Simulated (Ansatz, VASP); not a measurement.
# Ga4P3N in VASP and in Ansatz

The input INCAR:

```
SYSTEM = Ga4P3N
PREC = Accurate
ENCUT = 520
EDIFF = 1E-6
ISMEAR = -1
SIGMA = 0.02
LREAL = .False.
LASPH = .True.
NELM = 60
ALGO = Normal
ISIF = 2
LWAVE = .False.
LCHARG = .True.
GGA = PE
LELF = .True.
LVHAR = .True.
NBANDS = 46
```

KPOINTS

```
Automatic mesh
0
Gamma
  4 8 4
  0 0 0
```

The input POSCAR:

```
Ga4P3N
1.0
    6.0519342080      0.0000000000     -0.0155352406
    0.0000000000      3.6794764559      0.0000000000
   -0.0165007708      0.0000000000      6.3870334571
N P Ga
1 3 4
Direct
   -0.0028874734      0.0000000000      0.3338822541
    0.0049076151      0.5000000000      0.8346953026
    0.4952394190      0.5000000000      0.1804183706
    0.5059633336      0.0000000000      0.6535648786
    0.3247111181      0.0000000000      0.3330757623
    0.3893082137      0.5000000000      0.8351496848
    0.8907210522      0.5000000000      0.1987598966
    0.8920367218      0.0000000000      0.6304538506
```

Input for Ansatz:

```yaml
crystal:
  lattice:
    - [6.051934208, 0.0, -0.0155352406]
    - [0.0, 3.6794764559, 0.0]
    - [-0.0165007708, 0.0, 6.3870334571]
  atoms:
    - { symbol: "N", position: [-0.0028874734, 0.0, 0.3338822541] }
    - { symbol: P, position: [0.0049076151, 0.5, 0.8346953026] }
    - { symbol: P, position: [0.495239419, 0.5, 0.1804183706] }
    - { symbol: P, position: [0.5059633336, 0.0, 0.6535648786] }
    - { symbol: Ga, position: [0.3247111181, 0.0, 0.3330757623] }
    - { symbol: Ga, position: [0.3893082137, 0.5, 0.8351496848] }
    - { symbol: Ga, position: [0.8907210522, 0.5, 0.1987598966] }
    - { symbol: Ga, position: [0.8920367218, 0.0, 0.6304538506] }
kpoints:
  mp_grid: { grid: [4, 8, 4] }
  band_path:
    path:
      - [0.0, 0.0, 0.0]
      - [-2.716251219049e-34, 0.5, 4.353473014801e-18]
      - [-8.408136277588e-20, 0.5, 0.5]
      - [-8.408136277588e-20, -1.207856180269e-35, 0.5]
      - [0.0, 0.0, 0.0]
      - [-0.5, -7.569772817751e-19, 0.5]
      - [-0.5, 0.5, 0.5]
      - [-2.716251219049e-34, 0.5, 4.353473014801e-18]
      - [-0.5, 0.5, 2.892032360334e-17]
      - [-0.5, -7.569772817751e-19, 2.450736145881e-17]
      - [0.0, 0.0, 0.0]
    npoints: 10
hamiltonian:
  xc: pbe
scf:
  occupations: { method: fermi_dirac, width: 0.02 }
  n_extra_bands: 6
output:
  forces: true
  stress: true
  eigenvalues: true
  write_density: true
  write_potential: true
  elf: true
  volumetric_format: npy
```

Alike in both runs: task single point; functional PBE; k mesh 4 × 8 × 4; occupations fermi-dirac, width 0.02 eV; no spin polarisation.

|  | VASP | Ansatz |
| --- | --- | --- |
| version | VASP 6.6.1 | Ansatz 0.2.0 |
| potentials or method | VASP PAW PBE potentials, release 64 (N, P, Ga_d) | plane waves, PAW |
| plane-wave cutoff (eV) | 520 | 420 |
| valence electrons in the cell | 72 | 72 |

```tsv
	VASP	Ansatz	Ansatz less VASP
pressure (GPa)	2.9	2.9	+0.03
traceless stress, the component that is largest in VASP (GPa)	0.08	0.08	+0.004
rms of the force components (eV/Å)	0.034	0.032	-0.0015
```

Atom by atom the forces differ by 0.008 eV/Å (rms over components).
